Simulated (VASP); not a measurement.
# BN: single point with PBE

BN:

```
B N
1.0
     0.00000    1.78091    1.78091
     1.78091    0.00000    1.78091
     1.78091    1.78091    0.00000
B N
1 1
Direct
  0.00000 0.00000 0.00000
  0.25000 0.25000 0.25000
```

- Program: VASP 6.6.1
- Task: single point
- Functional: PBE
- Potentials or basis: VASP PAW PBE potentials, release 64 (B, N)
- Cutoff: 600 eV
- k mesh: 4 × 4 × 4
- Occupations: gaussian, width 0.01 eV
- Spin: no spin polarisation

* Pressure: 22.4 GPa
* Band gap on the k mesh: 4.48 eV, indirect (least direct gap 9.00 eV)

Levels at points of the mesh, in eV from the valence-band top:
```tsv
k point	band 1	band 2	band 3	band 4	band 5	band 6	band 7	band 8	band 9
(0.00, 0.00, 0.00)	-20.76	0.00	0.00	0.00	9.00	9.00	9.00	11.08	25.57
(0.50, 0.00, 0.00)	-16.32	-11.13	-2.03	-2.03	10.72	10.93	10.93	15.71	24.09
(0.50, 0.50, 0.00)	-14.89	-9.23	-5.14	-5.14	4.48	9.45	18.60	18.60	21.56
```

It took 2.1 s on 1 thread of AMD EPYC 7R43 64-Core Processor (Zen 3), with other jobs on the host, peak memory 0.08 GiB.

Caveat: the k points lie up to 0.76 Å⁻¹ apart. Expect the measured gap to be larger: semilocal functionals such as PBE lack the derivative discontinuity.
